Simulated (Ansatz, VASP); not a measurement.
# Two plane-wave programs on Mo3Br

```
CELL_PARAMETERS angstrom
4.04716 0.00000 0.00000
0.00000 4.04716 0.00000
0.00000 0.00000 4.04716
ATOMIC_POSITIONS crystal
Mo 0.00000 0.50000 0.50000
Mo 0.50000 0.00000 0.50000
Mo 0.50000 0.50000 0.00000
Br 0.00000 0.00000 0.00000
```

Alike in both runs: functional r2SCAN; k mesh 4 × 4 × 4; occupations gaussian, width 0.1 eV; no spin polarisation.

Ansatz relaxed the structure, and its values are those at the end. VASP's run is a single point on that final structure, the one shown.

```csv
,VASP,Ansatz
version,VASP 6.6.1,Ansatz 0.2.0
potentials or method,"VASP PAW PBE potentials, release 64 (Mo_sv, Br), cutoff 520 eV","scalar-relativistic, plane waves, PAW"
valence electrons in the cell,49,49
```

Ansatz gave:

* gap on the k mesh at the Fermi level (eV): none
* pressure (GPa): -0.1

Task: Which values does VASP return?

Result: gap on the k mesh at the Fermi level (eV): none; pressure (GPa): 0.5.

VASP's potentials were made for PBE, not for r2SCAN. A gap of «none» marks a metal or a gap that the smearing closes. The functional is the same, so the differences come from potentials, cutoffs and numerics.

The k mesh is coarse, so the values compare programs but aren't converged.
